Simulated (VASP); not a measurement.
# WSe2 (P6_3/mmc) in VASP: further runs

WSe2 is run at these levels: PBE; tasks: single point.

Everything below comes from runs of VASP 6.6.1. Logs are shortened: lines on timing, memory, paths and dates and some standing lists are left out, and cuts for length are marked.

### Step 1. The cell of the first run

Symmetry: P6_3/mmc, No. 194, hexagonal system. The conventional cell has a = 3.300 Å, b = 3.300 Å, c = 12.623 Å, α = 90.00°, β = 90.00°, γ = 120.00°. Within 3.3 Å of W (site symmetry -6m2) lie 6 Se at 2.53 Å and 6 W at 3.30 Å. Within 3.4 Å of Se (site symmetry 3m) lie 3 W at 2.53 Å and 7 Se at 3.30 to 3.32 Å.

### Step 2. Single point, PBE (uniaxial z strain -4.0%)

Contents of INCAR:

```
SYSTEM = WSe2
ALGO = Normal ; EDIFF = 1E-7
ENCUT = 520 ; GGA = PE
ISIF = 2 ; ISMEAR = -1
LASPH = .True. ; LCHARG = .False.
LREAL = .False. ; LWAVE = .False.
NBANDS = 35 ; NELM = 80
PREC = Accurate ; SIGMA = 0.02
```

Contents of KPOINTS:

```
k-points
0
Gamma
  12 12 2
  0 0 0
```

Contents of POSCAR:

```
WSe2
1.0
    3.2996674462      0.0000000000      0.0000000000
   -1.6498337231      2.8575958324      0.0000000000
    0.0000000000      0.0000000000     12.6227528714
W Se
2 4
Direct
    0.3333333333      0.6666666667      0.2500000000
    0.6666666667      0.3333333333      0.7500000000
    0.6666666667      0.3333333333      0.3813602840
    0.6666666667      0.3333333333      0.1186397160
    0.3333333333      0.6666666667      0.8813602840
    0.3333333333      0.6666666667      0.6186397160
```

Potentials or basis: VASP PAW PBE potentials, release 64 (W_sv, Se).

Run with:

```console
> cat potpaw_PBE.64/W_sv/POTCAR potpaw_PBE.64/Se/POTCAR > POTCAR
> mpirun -np 1 vasp_std > vasp.out
```

OUTCAR:

```text
SYSTEM = WSe2
   EDIFF = 1E-7
   ENCUT = 520
   GGA = PE
   ISIF = 2
   ISMEAR = -1
   LASPH = .True.
   LREAL = .False.
   NELM = 80
   PREC = Accurate

 ion  position               nearest neighbor table
   1  0.333  0.667  0.250-   3 2.53   4 2.53   3 2.53   4 2.53   3 2.53   4 2.53
   2  0.667  0.333  0.750-   5 2.53   6 2.53   5 2.53   6 2.53   5 2.53   6 2.53
   3  0.667  0.333  0.381-   1 2.53   1 2.53   1 2.53
   4  0.667  0.333  0.119-   1 2.53   1 2.53   1 2.53
   5  0.333  0.667  0.881-   2 2.53   2 2.53   2 2.53
   6  0.333  0.667  0.619-   2 2.53   2 2.53   2 2.53

  LATTYP: Found a hexagonal cell.
 ALAT       =     3.2996674462
 C/A-ratio  =     3.8254621344

  Lattice vectors:

 A1 = (   3.2996674462,   0.0000000000,   0.0000000000)
 A2 = (  -1.6498337231,   2.8575958324,   0.0000000000)
 A3 = (   0.0000000000,   0.0000000000,  12.6227528714)

Analysis of symmetry for initial positions (statically):
=====================================================================
 Subroutine PRICEL returns:
 Original cell was already a primitive cell.

 Routine SETGRP: Setting up the symmetry group for a
 hexagonal supercell.

 Subroutine GETGRP returns: Found 24 space group operations
 (whereof 12 operations were pure point group operations)
 out of a pool of 24 trial point group operations.

The static configuration has the point symmetry D_3d.
 The point group associated with its full space group is D_6h.

Analysis of symmetry for dynamics (positions and initial velocities):
=====================================================================
 Subroutine PRICEL returns:
 Original cell was already a primitive cell.

 Routine SETGRP: Setting up the symmetry group for a
 hexagonal supercell.

 Subroutine GETGRP returns: Found 24 space group operations
 (whereof 12 operations were pure point group operations)
 out of a pool of 24 trial point group operations.

The dynamic configuration has the point symmetry D_3d.
 The point group associated with its full space group is D_6h.

 Subroutine INISYM returns: Found 24 space group operations
 (whereof 12 operations are pure point group operations),
 and found     1 'primitive' translations

----------------------------------------------------------------------------------------
[... 94 lines left out ...]
   ICHARG =      2    charge: 1-file 2-atom 10-const
   ISPIN  =      1    spin polarized calculation?
   LNONCOLLINEAR =      F non collinear calculations
   LSORBIT =      F    spin-orbit coupling
   LASPH  =      T    aspherical Exc in radial PAW
   ENCUT  =  520.0 eV  38.22 Ry    6.18 a.u.   6.14  6.14 23.47*2*pi/ulx,y,z
   NELM   =     80;   NELMIN=  2; NELMDL= -5     # of ELM steps
   EDIFF  = 0.1E-06   stopping-criterion for ELM
   LREAL  =      F    real-space projection
   EDIFFG = 0.1E-05   stopping-criterion for IOM
   NSW    =      0    number of steps for IOM
   IBRION =     -1    ionic relax: 0-MD 1-quasi-New 2-CG
   NFREE  =      0    steps in history (QN), initial steepest desc. (CG)
   ISIF   =      2    stress and relaxation
   ISYM   =      2    0-nonsym 1-usesym 2-fastsym
   POTIM  = 0.5000    time-step for ionic-motion
   TEBEG  =    0.0;   TEEND  =   0.0 temperature during run
   PSTRESS=    0.0 pullay stress
   NELECT =      52.0000    total number of electrons
   NUPDOWN=      -1.0000    fix difference up-down
   EMIN   =  10.00;   EMAX   =-10.00  energy-range for DOS
   EFERMI =   0.00;   METHOD = LEGACY
   ISMEAR =    -1;   SIGMA  =   0.02  broadening in eV -4-tet -1-fermi 0-gaus
   EFERMI_NEDOS =   21; number of points for ismear=-14 and -15
   IALGO  =     38    algorithm
   IMIX   =      4    mixing-type and parameters
     AMIX     =   0.40;   BMIX     =  1.00
     AMIX_MAG =   1.60;   BMIX_MAG =  1.00
  volume/ion in A,a.u.               =      19.84       133.87
  Fermi-wavevector in a.u.,A,eV,Ry     =   1.242227  2.347468 20.995526  1.543128
  Thomas-Fermi vector in A             =   2.376591
   LORBIT       =      0    0 simple, 1 ext, 2 COOP (PROOUT), +10 PAW based schemes
   GGA     = PE    functional components
   LHFCALC =     F    Hartree Fock is set to
   AEXX    =    0.0000 exact exchange contribution
   IVDW    =     0    specifies the selected vdW correction
   LEPSILON=     F    determine dielectric tensor
   LRPA    =     F    only Hartree local field effects (RPA)
 non-spin polarized calculation
  energy-cutoff  :      520.00
  volume of cell :      119.02
 maximum number of plane-waves:      3240
 NGX is ok and might be reduce to    28
   NGX = 13   NGY = 13   NGZ = 47

 number of electron      51.9999999 magnetization

 Free energy of the ion-electron system (eV)
  ---------------------------------------------------
  ext. energy  EPLUGINS =         0.00000000
  ---------------------------------------------------
  free energy    TOTEN  =       -43.05351540 eV

  energy without entropy =      -43.05351540  energy(sigma->0) =      -43.05351540

 E-fermi :   7.0845     XC(G=0): -10.8955

 val. band max:        6.6544041586   @ k =   0.0000   0.0000   0.0000
 cond. band min:       7.5025221667   @ k =   0.1667   0.1667   0.0000
 fundamental gap:      0.8481180081
 Fermi energy:         7.0844965212

 k-point     1 :       0.0000    0.0000    0.0000
  band No.  band energies     occupation
      1     -67.8157      2.00000
      2     -67.8157      2.00000
      3     -32.0585      2.00000
      4     -32.0585      2.00000
      5     -31.9483      2.00000
      6     -31.9483      2.00000
[... 901 lines left out ...]
     34      10.4688      0.00000
     35      12.0645      0.00000

 [... further k-points ...]
[... 5 lines left out ...]
  --------------------------------------------------------------------------------------
  -------------------------------------------------------------------------------------
  Total        2.8753540      2.8753540      5.6658552      0.0000000      0.0000000      0.0000000
  in kB       38.7058717     38.7058717     76.2695171      0.0000000      0.0000000      0.0000000
  external PRESSURE =      51.2270869 kB  Pullay stress =       0.0000000 kB

 VOLUME and BASIS-vectors are now :
 -----------------------------------------------------------------------------
  energy-cutoff  :      520.00
  volume of cell :      119.02
      direct lattice vectors                 reciprocal lattice vectors
     3.299667446  0.000000000  0.000000000     0.303060844  0.174972260  0.000000000
    -1.649833723  2.857595832  0.000000000     0.000000000  0.349944519  0.000000000
     0.000000000  0.000000000 12.622752871     0.000000000  0.000000000  0.079222022

 POSITION                                       TOTAL-FORCE (eV/Angst)
 -----------------------------------------------------------------------------------
     -0.00000      1.90506      3.15569         0.000000     -0.000000     -0.000000
      1.64983      0.95253      9.46706        -0.000000      0.000000     -0.000000
      1.64983      0.95253      4.81382         0.000000      0.000000      0.347860
      1.64983      0.95253      1.49756         0.000000      0.000000     -0.347860
     -0.00000      1.90506     11.12519        -0.000000      0.000000      0.347860
     -0.00000      1.90506      7.80894        -0.000000     -0.000000     -0.347860
 -----------------------------------------------------------------------------------
    total drift:                               -0.000000      0.000000     -0.000000

  FREE ENERGIE OF THE ION-ELECTRON SYSTEM (eV)
  ---------------------------------------------------
  free  energy   TOTEN  =       -43.0535154022 eV

  energy  without entropy=      -43.0535154022  energy(sigma->0) =      -43.05351540
```

OSZICAR:

```text
N       E                     dE             d eps       ncg     rms          rms(c)
DAV:   1     0.503814200449E+03    0.50381E+03   -0.27959E+04  2916   0.146E+03
DAV:   2    -0.135341814552E+02   -0.51735E+03   -0.49989E+03  3106   0.393E+02
DAV:   3    -0.442739931634E+02   -0.30740E+02   -0.30203E+02  3269   0.909E+01
DAV:   4    -0.449346301636E+02   -0.66064E+00   -0.65716E+00  3213   0.136E+01
DAV:   5    -0.449431029574E+02   -0.84728E-02   -0.84669E-02  3204   0.165E+00    0.301E+01
DAV:   6    -0.434283601020E+02    0.15147E+01   -0.58343E+00  2926   0.160E+01    0.108E+01
DAV:   7    -0.432165578584E+02    0.21180E+00   -0.25908E+00  2774   0.789E+00    0.568E+00
DAV:   8    -0.430524401721E+02    0.16412E+00   -0.35954E-01  2882   0.415E+00    0.127E+00
DAV:   9    -0.430551341109E+02   -0.26939E-02   -0.55002E-02  3124   0.114E+00    0.881E-01
DAV:  10    -0.430535475529E+02    0.15866E-02   -0.12526E-02  2932   0.753E-01    0.134E-01
DAV:  11    -0.430535643989E+02   -0.16846E-04   -0.16889E-03  2877   0.265E-01    0.187E-01
DAV:  12    -0.430535163795E+02    0.48019E-04   -0.64199E-05  3061   0.531E-02    0.114E-01
DAV:  13    -0.430535146544E+02    0.17251E-05   -0.77523E-05  2920   0.526E-02    0.102E-02
DAV:  14    -0.430535153873E+02   -0.73291E-06   -0.62226E-06  3170   0.128E-02    0.849E-03
DAV:  15    -0.430535154022E+02   -0.14938E-07   -0.50184E-07  2796   0.366E-03
   1 F= -.43053515E+02 E0= -.43053515E+02  d E =-.168342E-10
```

stdout:

```text
POSCAR found type information on POSCAR W Se
 POSCAR found :  2 types and       6 ions
 scaLAPACK will be used
 LDA part: xc-table for (Slater+PW92), standard interpolation
 POSCAR, INCAR and KPOINTS ok, starting setup
 FFT: planning ... GRIDC
 FFT: planning ... GRID_SOFT
 FFT: planning ... GRID
 WAVECAR not read
 entering main loop
```

Run time: 3.5 min. Hardware: 1 thread of Intel Xeon Platinum 8488C (Sapphire Rapids), shared host; peak memory 0.31 GiB.

Results:

- Free energy: -43.0535 eV
- Pressure: 5.1 GPa
- Largest force: 0.348 eV/Å
- Band gap on the k mesh: 0.85 eV (least direct gap 1.44 eV)

Forces in eV/Å, atoms in the order of the input:
```
W    0.000  0.000  0.000
W    0.000  0.000  0.000
Se   0.000  0.000  0.348
Se   0.000  0.000 -0.348
Se   0.000  0.000  0.348
Se   0.000  0.000 -0.348
```

Stress tensor (GPa, compression positive):
```
3.87 0.00 0.00
0.00 3.87 0.00
0.00 0.00 7.63
```

Caveat: the cell differs from its parent crystal (uniaxial z strain -4.0%); the cell stands under pressure; spin-orbit coupling is left out, which moves the levels of the heavy elements; this functional lacks dispersion, which binds the layers, so the pressure and a relaxed spacing across them are unreliable. A k mesh can miss the band edges.

### Step 3. Single point, PBE (uniaxial z strain -3.0%)

Contents of INCAR:

```
  PREC = Accurate
  ENCUT = 520
  EDIFF = 1E-6
  ISMEAR = -1
  SIGMA = 0.02
  LREAL = F
  LASPH = T
  NELM = 100
  ALGO = Normal
  ISIF = 2
  LWAVE = F
  LCHARG = T
  GGA = PE
  LELF = T
  LVHAR = T
  NBANDS = 35
```

Contents of KPOINTS:

```
regular mesh
0
Gamma
  12 12 2
```

Contents of POSCAR:

```
WSe2
1.0
    3.2996674462      0.0000000000      0.0000000000
   -1.6498337231      2.8575958324      0.0000000000
    0.0000000000      0.0000000000     12.7542398805
W Se
2 4
Direct
    0.3333333333      0.6666666667      0.2500000000
    0.6666666667      0.3333333333      0.7500000000
    0.6666666667      0.3333333333      0.3801891421
    0.6666666667      0.3333333333      0.1198108579
    0.3333333333      0.6666666667      0.8801891421
    0.3333333333      0.6666666667      0.6198108579
```

Potentials or basis: VASP PAW PBE potentials, release 64 (W_sv, Se).

Run with:

```console
> cat potpaw_PBE.64/W_sv/POTCAR potpaw_PBE.64/Se/POTCAR > POTCAR
> mpirun -np 1 vasp_std > vasp.out
```

It took 2.5 min on 1 thread of Intel Xeon Platinum 8488C (Sapphire Rapids), shared host; peak memory 0.32 GiB.

Results (log left out):

```yaml
Free_energy: -43.0888 eV
Pressure: 4.7 GPa
Largest_force: 0.341 eV/Å
Band_gap_on_the_k_mesh: 0.90 eV (least direct gap 1.46 eV)
```

Forces on the atoms (eV/Å):
```
W    0.000  0.000  0.000
W    0.000  0.000  0.000
Se   0.000  0.000  0.341
Se   0.000  0.000 -0.341
Se   0.000  0.000  0.341
Se   0.000  0.000 -0.341
```

Stress tensor (GPa, compression positive):
```
3.63 0.00 0.00
0.00 3.63 0.00
0.00 0.00 6.73
```

Levels at points of the mesh, in eV from the valence-band top:
| k point | band 22 | band 23 | band 24 | band 25 | band 26 | band 27 | band 28 | band 29 | band 30 | band 31 |
| --- | --- | --- | --- | --- | --- | --- | --- | --- | --- | --- |
| (0.00, 0.00, 0.00) | -1.66 | -1.66 | -1.14 | -0.97 | 0.00 | 2.51 | 2.51 | 2.56 | 2.56 | 2.61 |
| (0.50, 0.00, 0.00) | -2.44 | -1.55 | -1.55 | -1.36 | -1.26 | 1.97 | 2.02 | 2.20 | 2.52 | 2.88 |
| (0.00, 0.00, 0.50) | -1.70 | -1.70 | -1.70 | -0.20 | -0.20 | 2.51 | 2.51 | 2.51 | 2.51 | 2.76 |
| (0.50, 0.00, 0.50) | -2.61 | -1.43 | -1.43 | -1.40 | -1.40 | 1.99 | 1.99 | 2.39 | 2.39 | 3.29 |

Caveat: the cell differs from its parent crystal (uniaxial z strain -3.0%); the cell stands under pressure; spin-orbit coupling is left out, which moves the levels of the heavy elements; this functional lacks dispersion, which binds the layers, so the pressure and a relaxed spacing across them are unreliable. A k mesh can miss the band edges.
